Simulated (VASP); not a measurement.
# BP (rocksalt type) (Fm-3m) in VASP: a series of runs

The runs below take BP (rocksalt type) through single point, with r2SCAN.

Everything below comes from runs of VASP 6.6.1. Logs are shortened: lines on timing, memory, paths and dates and some standing lists are left out, and cuts for length are marked.

## Step 1: The cell of the first run

Symmetry: Fm-3m, No. 225, cubic system. Conventional cell: a = 3.723 Å, b = 3.723 Å, c = 3.723 Å, α = 90.00°, β = 90.00°, γ = 90.00°. Within 2.5 Å of B (site symmetry m-3m) lie 6 P at 1.86 Å. P (site symmetry m-3m) has 6 B at 1.86 Å within 2.5 Å.

## Step 2: Single point, r2SCAN (volume scaled by 0.64)

POSCAR

```
BP
1.0
    0.0000000000      1.8614465656      1.8614465656
    1.8614465656      0.0000000000      1.8614465656
    1.8614465656      1.8614465656      0.0000000000
B P
1 1
Direct
    0.0000000000      0.0000000000      0.0000000000
    0.5000000000      0.5000000000      0.5000000000
```

INCAR.step1

```
SYSTEM = BP
PREC = Accurate ; ENCUT = 520
ISMEAR = -1 ; SIGMA = 0.1
LREAL = .FALSE. ; LASPH = .TRUE.
NELM = 60 ; NBANDS = 11
GGA = PE ; ALGO = Normal
EDIFF = 1E-4 ; LWAVE = .TRUE.
LCHARG = .FALSE.
```

INCAR.step2

```
SYSTEM = BP
PREC = Accurate ; ENCUT = 520
EDIFF = 1E-7 ; ISMEAR = -1
SIGMA = 0.1 ; LREAL = .FALSE.
LASPH = .TRUE. ; NELM = 60
ALGO = Normal ; ISIF = 2
LWAVE = .FALSE. ; LCHARG = .FALSE.
METAGGA = R2SCAN ; LMIXTAU = .TRUE.
NBANDS = 11 ; ISTART = 1
```

KPOINTS

```
regular mesh
0
G
  17 17 17
  0 0 0
```

Potentials or basis: VASP PAW PBE potentials, release 64 (B, P).

Started as:

```console
$ cat potpaw_PBE.64/B/POTCAR potpaw_PBE.64/P/POTCAR > POTCAR
$ cp INCAR.step1 INCAR
$ mpirun -np 1 vasp_std > vasp.out
$ cp INCAR.step2 INCAR
$ mpirun -np 1 vasp_std > vasp.out
```

OUTCAR:

```text
SYSTEM = BP
   PREC = Accurate
   ENCUT = 520
   EDIFF = 1E-7
   ISMEAR = -1
   LREAL = .FALSE.
   LASPH = .TRUE.
   NELM = 60
   ISIF = 2
   METAGGA = R2SCAN
   ISTART = 1

 ion  position               nearest neighbor table
   1  0.000  0.000  0.000-   2 1.86   2 1.86   2 1.86   2 1.86   2 1.86   2 1.86
   2  0.500  0.500  0.500-   1 1.86   1 1.86   1 1.86   1 1.86   1 1.86   1 1.86

  LATTYP: Found a face centered cubic cell.
 ALAT       =     3.7228931312

  Lattice vectors:

 A1 = (   0.0000000000,   1.8614465656,   1.8614465656)
 A2 = (   1.8614465656,   0.0000000000,   1.8614465656)
 A3 = (   1.8614465656,   1.8614465656,   0.0000000000)

Analysis of symmetry for initial positions (statically):
=====================================================================
 Subroutine PRICEL returns:
 Original cell was already a primitive cell.

 Routine SETGRP: Setting up the symmetry group for a
 face centered cubic supercell.

 Subroutine GETGRP returns: Found 48 space group operations
 (whereof 48 operations were pure point group operations)
 out of a pool of 48 trial point group operations.

The static configuration has the point symmetry O_h .

Analysis of symmetry for dynamics (positions and initial velocities):
=====================================================================
 Subroutine PRICEL returns:
 Original cell was already a primitive cell.

 Routine SETGRP: Setting up the symmetry group for a
 face centered cubic supercell.

 Subroutine GETGRP returns: Found 48 space group operations
 (whereof 48 operations were pure point group operations)
 out of a pool of 48 trial point group operations.

The dynamic configuration has the point symmetry O_h .

 Subroutine INISYM returns: Found 48 space group operations
 (whereof 48 operations are pure point group operations),
 and found     1 'primitive' translations

----------------------------------------------------------------------------------------

                                     Primitive cell

  volume of cell :      12.8998

  direct lattice vectors                    reciprocal lattice vectors
     0.000000000  1.861446566  1.861446566    -0.268608301  0.268608301  0.268608301
     1.861446566  0.000000000  1.861446566     0.268608301 -0.268608301  0.268608301
     1.861446566  1.861446566  0.000000000     0.268608301  0.268608301 -0.268608301

  length of vectors
     2.632482979  2.632482979  2.632482979     0.465243225  0.465243225  0.465243225

  position of ions in fractional coordinates (direct lattice)
     0.000000000  0.000000000  0.000000000
     0.500000000  0.500000000  0.500000000

  ion indices of the primitive-cell ions
   primitive index   ion index
                 1           1
                 2           2

----------------------------------------------------------------------------------------

 KPOINTS: regular mesh

Automatic generation of k-mesh.
 Grid dimensions read from file:
 generate k-points for:   17   17   17

 Generating k-lattice:

  Cartesian coordinates                     Fractional coordinates (reciprocal lattice)
    -0.015800488  0.015800488  0.015800488     0.058823529  0.000000000  0.000000000
     0.015800488 -0.015800488  0.015800488     0.000000000  0.058823529  0.000000000
     0.015800488  0.015800488 -0.015800488     0.000000000  0.000000000  0.058823529

  Length of vectors
     0.027367249  0.027367249  0.027367249

  Shift w.r.t. Gamma in fractional coordinates (k-lattice)
     0.000000000  0.000000000  0.000000000

 Subroutine IBZKPT returns following result:
 ===========================================

 Found    165 irreducible k-points:

 Following reciprocal coordinates:
            Coordinates               Weight
  0.000000  0.000000  0.000000      1.000000
  0.058824  0.000000  0.000000      8.000000
  0.117647  0.000000  0.000000      8.000000
  0.176471  0.000000  0.000000      8.000000
  0.235294  0.000000  0.000000      8.000000
  0.294118  0.000000  0.000000      8.000000
[... 16 lines left out ...]
 -0.176471  0.058824  0.000000     24.000000
 -0.117647  0.058824  0.000000     24.000000
 [... further k-points ...]
   k-points           NKPTS =    165   k-points in BZ     NKDIM =    165   number of bands    NBANDS=     11
   number of dos      NEDOS =    301   number of ions     NIONS =      2
   total plane-waves  NPLWV =   8000
   dimension x,y,z NGX =    20 NGY =   20 NGZ =   20
   dimension x,y,z NGXF=    40 NGYF=   40 NGZF=   40
   ions per type =               1   1
   NGX,Y,Z   is equivalent  to a cutoff of  12.63, 12.63, 12.63 a.u.
   NGXF,Y,Z  is equivalent  to a cutoff of  25.26, 25.26, 25.26 a.u.
 SYSTEM =  BP
   PREC   = accura    normal or accurate (medium, high low for compatibility)
   ISTART =      1    job   : 0-new  1-cont  2-samecut
   ICHARG =      0    charge: 1-file 2-atom 10-const
   ISPIN  =      1    spin polarized calculation?
   LNONCOLLINEAR =      F non collinear calculations
   LSORBIT =      F    spin-orbit coupling
   LASPH  =      T    aspherical Exc in radial PAW
   ENCUT  =  520.0 eV  38.22 Ry    6.18 a.u.   4.89  4.89  4.89*2*pi/ulx,y,z
   NELM   =     60;   NELMIN=  2; NELMDL=  0     # of ELM steps
   EDIFF  = 0.1E-06   stopping-criterion for ELM
   LREAL  =      F    real-space projection
   EDIFFG = 0.1E-05   stopping-criterion for IOM
   NSW    =      0    number of steps for IOM
   IBRION =     -1    ionic relax: 0-MD 1-quasi-New 2-CG
   NFREE  =      0    steps in history (QN), initial steepest desc. (CG)
   ISIF   =      2    stress and relaxation
   ISYM   =      2    0-nonsym 1-usesym 2-fastsym
   POTIM  = 0.5000    time-step for ionic-motion
   TEBEG  =    0.0;   TEEND  =   0.0 temperature during run
   PSTRESS=    0.0 pullay stress
   NELECT =       8.0000    total number of electrons
   NUPDOWN=      -1.0000    fix difference up-down
   EMIN   =  10.00;   EMAX   =-10.00  energy-range for DOS
   EFERMI =   0.00;   METHOD = LEGACY
   ISMEAR =    -1;   SIGMA  =   0.10  broadening in eV -4-tet -1-fermi 0-gaus
   EFERMI_NEDOS =   21; number of points for ismear=-14 and -15
   IALGO  =     38    algorithm
   IMIX   =      4    mixing-type and parameters
     AMIX     =   0.40;   BMIX     =  1.00
     AMIX_MAG =   1.60;   BMIX_MAG =  1.00
  volume/ion in A,a.u.               =       6.45        43.53
  Fermi-wavevector in a.u.,A,eV,Ry     =   1.396082  2.638212 26.518366  1.949045
  Thomas-Fermi vector in A             =   2.519471
   LORBIT       =      0    0 simple, 1 ext, 2 COOP (PROOUT), +10 PAW based schemes
   METAGGA = R2SCAN    functional components
   LHFCALC =     F    Hartree Fock is set to
   AEXX    =    0.0000 exact exchange contribution
   IVDW    =     0    specifies the selected vdW correction
   LEPSILON=     F    determine dielectric tensor
   LRPA    =     F    only Hartree local field effects (RPA)
 non-spin polarized calculation
  energy-cutoff  :      520.00
  volume of cell :       12.90
 maximum number of plane-waves:       360
   NGX =  9   NGY =  9   NGZ =  9

 number of electron       8.0000001 magnetization

 Free energy of the ion-electron system (eV)
  ---------------------------------------------------
  ext. energy  EPLUGINS =         0.00000000
  ---------------------------------------------------
  free energy    TOTEN  =       -12.34322734 eV

  energy without entropy =      -12.32458715  energy(sigma->0) =      -12.33390724

 E-fermi :  17.2509     XC(G=0): -14.9226

 val. band max:       17.2384825769   @ k =  -0.2941   0.0588   0.0000
 cond. band min:      17.2637707445   @ k =   0.2353   0.0588   0.0000
 fundamental gap:      0.0252881676
 Fermi energy:        17.2509472243

 k-point     1 :       0.0000    0.0000    0.0000
  band No.  band energies     occupation
      1      -6.7236      2.00000
      2      17.4121      0.33286
      3      17.4121      0.33286
      4      17.4121      0.33286
      5      24.6006      0.00000
      6      24.6006      0.00000
      7      24.6006      0.00000
      8      30.5951      0.00000
      9      30.5951      0.00000
     10      30.5951      0.00000
     11      30.7843      0.00000

 k-point     2 :       0.0588    0.0000    0.0000
  band No.  band energies     occupation
      1      -6.6197      2.00000
      2      16.6258      1.99615
      3      17.3041      0.74036
      4      17.3041      0.74036
      5      24.8739      0.00000
      6      24.9083      0.00000
      7      24.9083      0.00000
      8      28.4626      0.00000
      9      28.4626      0.00000
     10      30.4540      0.00000
     11      33.1180      0.00000

 k-point     3 :       0.1176    0.0000    0.0000
  band No.  band energies     occupation
      1      -6.3081      2.00000
      2      14.7706      2.00000
      3      17.0396      1.78444
      4      17.0396      1.78444
      5      25.3372      0.00000
      6      25.7104      0.00000
      7      25.7104      0.00000
      8      26.5117      0.00000
      9      26.5117      0.00000
     10      30.0890      0.00000
     11      35.2427      0.00000

 k-point     4 :       0.1765    0.0000    0.0000
  band No.  band energies     occupation
      1      -5.7899      2.00000
      2      12.5015      2.00000
      3      16.7334      1.98875
      4      16.7334      1.98875
      5      24.5735      0.00000
      6      24.5735      0.00000
      7      25.6760      0.00000
      8      27.1533      0.00000
      9      27.1533      0.00000
     10      29.6203      0.00000
     11      35.8832      0.00000
[... 239 lines left out ...]
 k-point    22 :      -0.2353    0.0588    0.0000
  band No.  band energies     occupation
      1      -4.6893      2.00000
      2       9.4358      2.00000
      3      14.8826      2.00000
      4      17.4809      0.18232
      5      21.3094      0.00000
      6      23.2983      0.00000
      7      26.2208      0.00000
      8      28.3006      0.00000
      9      29.4596      0.00000
     10      30.7264      0.00000
     11      37.2158      0.00000

 k-point    23 :      -0.1765    0.0588    0.0000
  band No.  band energies     occupation
      1      -5.4794      2.00000
      2      11.7816      2.00000
      3      15.1676      2.00000
      4      17.6511      0.03590
      5      22.7127      0.00000
      6      24.7472      0.00000
      7      25.8892      0.00000
      8      26.7025      0.00000
      9      28.8224      0.00000
     10      30.2372      0.00000
     11      36.3799      0.00000

 k-point    24 :      -0.1176    0.0588    0.0000
  band No.  band energies     occupation
      1      -6.0659      2.00000
      2      14.0820      2.00000
      3      15.5949      2.00000
      4      17.7284      0.01674
      5      24.3891      0.00000
      6      25.3423      0.00000
      7      25.5353      0.00000
      8      26.3986      0.00000
      9      27.4889      0.00000
     10      30.6619      0.00000
     11      35.2130      0.00000

 [... further k-points ...]

------------------------ aborting loop because EDIFF is reached ----------------------------------------

  FORCE on cell =-STRESS in cart. coord.  units (eV):
  Direction    XX          YY          ZZ          XY          YZ          ZX
  --------------------------------------------------------------------------------------
  -------------------------------------------------------------------------------------
  Total       12.6973777     12.6973777     12.6973777      0.0000000      0.0000000     -0.0000000
  in kB     1577.0407103   1577.0407103   1577.0407103      0.0000000      0.0000000     -0.0000000
  external PRESSURE =    1577.0407103 kB  Pullay stress =       0.0000000 kB

 VOLUME and BASIS-vectors are now :
 -----------------------------------------------------------------------------
  energy-cutoff  :      520.00
  volume of cell :       12.90
      direct lattice vectors                 reciprocal lattice vectors
     0.000000000  1.861446566  1.861446566    -0.268608301  0.268608301  0.268608301
     1.861446566  0.000000000  1.861446566     0.268608301 -0.268608301  0.268608301
     1.861446566  1.861446566  0.000000000     0.268608301  0.268608301 -0.268608301

 POSITION                                       TOTAL-FORCE (eV/Angst)
 -----------------------------------------------------------------------------------
      0.00000      0.00000      0.00000         0.000000     -0.000000      0.000000
      1.86145      1.86145      1.86145        -0.000000      0.000000     -0.000000
 -----------------------------------------------------------------------------------
    total drift:                                0.000000     -0.000000     -0.000000

  FREE ENERGIE OF THE ION-ELECTRON SYSTEM (eV)
  ---------------------------------------------------
  free  energy   TOTEN  =       -12.3432273357 eV

  energy  without entropy=      -12.3245871498  energy(sigma->0) =      -12.33390724
```

It took 69 s on 1 thread of Intel Xeon 6975P-C, shared host; peak memory 0.14 GiB.

What came out:

```yaml
Free_energy: -12.3432 eV
Pressure: 157.7 GPa
Band_gap_on_the_k_mesh: zero (band 4 reaches 18.22 eV, above the bottom of band 5 at 15.84 eV)
```

Caveat: the PAW data sets were made with another functional, which shifts forces and pressure a little.

## Step 3: Single point, r2SCAN (volume scaled by 0.72)

POSCAR

```
BP
1.0
    0.0000000000      1.9359824443      1.9359824443
    1.9359824443      0.0000000000      1.9359824443
    1.9359824443      1.9359824443      0.0000000000
B P
1 1
Direct
    0.0000000000      0.0000000000      0.0000000000
    0.5000000000      0.5000000000      0.5000000000
```

INCAR.step1

```
SYSTEM = BP
PREC = Accurate
ENCUT = 520
ISMEAR = -1
SIGMA = 0.1
LREAL = .False.
LASPH = .True.
NELM = 60
NBANDS = 11
GGA = PE
ALGO = Normal
EDIFF = 1E-4
LWAVE = .True.
LCHARG = .False.
```

INCAR.step2

```
SYSTEM = BP
PREC = Accurate
ENCUT = 520
EDIFF = 1E-6
ISMEAR = -1
SIGMA = 0.1
LREAL = .False.
LASPH = .True.
NELM = 60
ALGO = Normal
ISIF = 2
LWAVE = .False.
LCHARG = .True.
METAGGA = R2SCAN
LMIXTAU = .True.
LELF = .True.
LVHAR = .True.
NBANDS = 11
ISTART = 1
```

KPOINTS

```
Automatic mesh
0
Gamma
  17 17 17
  0 0 0
```

Potentials or basis: VASP PAW PBE potentials, release 64 (B, P).

Started as:

```console
$ cat potpaw_PBE.64/B/POTCAR potpaw_PBE.64/P/POTCAR > POTCAR
$ cp INCAR.step1 INCAR
$ mpirun -np 1 vasp_std > vasp.out
$ cp INCAR.step2 INCAR
$ mpirun -np 1 vasp_std > vasp.out
```

Run time: 53 s. Hardware: 1 thread of Intel Xeon 6975P-C, shared host; peak memory 0.14 GiB.

It converged, with:

* Free energy: -13.5901 eV
* Pressure: 94.3 GPa
* Band gap on the k mesh: zero (band 4 reaches 16.15 eV, above the bottom of band 5 at 13.07 eV)

Levels at points of the mesh, in eV from the Fermi level:
```
           k point  band 1  band 2  band 3  band 4  band 5  band 6  band 7  band 8  band 9
(0.00, 0.00, 0.00)  -22.21    0.08    0.08    0.08    7.64    7.64    7.64   12.09   12.09
```

Caveat: the PAW data sets were made with another functional, which shifts forces and pressure a little.

## Step 4: Single point, r2SCAN (volume scaled by 0.8)

POSCAR

```
BP
1.0
    0.0000000000      2.0051825273      2.0051825273
    2.0051825273      0.0000000000      2.0051825273
    2.0051825273      2.0051825273      0.0000000000
B P
1 1
Direct
    0.0000000000      0.0000000000      0.0000000000
    0.5000000000      0.5000000000      0.5000000000
```

INCAR.step1

```
PREC = Accurate
ENCUT = 520
ISMEAR = -1
SIGMA = 0.1
LREAL = F
LASPH = T
NELM = 80
NBANDS = 11
GGA = PE
ALGO = Normal
EDIFF = 1E-4
LWAVE = T
LCHARG = F
```

INCAR.step2

```
PREC = Accurate
ENCUT = 520
EDIFF = 1E-7
ISMEAR = -1
SIGMA = 0.1
LREAL = F
LASPH = T
NELM = 80
ALGO = Normal
ISIF = 2
LWAVE = F
LCHARG = F
METAGGA = R2SCAN
LMIXTAU = T
NBANDS = 11
ISTART = 1
```

KPOINTS

```
regular mesh
0
Gamma
  17 17 17
```

Started as:

```console
$ cat potpaw_PBE.64/B/POTCAR potpaw_PBE.64/P/POTCAR > POTCAR
$ cp INCAR.step1 INCAR
$ mpirun -np 1 vasp_std > vasp.out
$ cp INCAR.step2 INCAR
$ mpirun -np 1 vasp_std > vasp.out
```

Wall time 74 s (1 thread of Intel Xeon 6975P-C, shared host); peak memory 0.16 GiB.

The run converged. Its results:

- Free energy: -14.3174 eV
- Pressure: 52.8 GPa
- Band gap on the k mesh: zero (band 4 reaches 14.41 eV, above the bottom of band 5 at 10.83 eV)

Levels at points of the mesh, in eV from the Fermi level:
| k point | band 1 | band 2 | band 3 | band 4 | band 5 | band 6 | band 7 | band 8 |
| --- | --- | --- | --- | --- | --- | --- | --- | --- |
| (0.00, 0.00, 0.00) | -20.69 | 0.05 | 0.05 | 0.05 | 7.91 | 7.91 | 7.91 | 11.10 |

Caveat: the PAW data sets were made with another functional, which shifts forces and pressure a little.

(Part 1 of 2 ends here.)
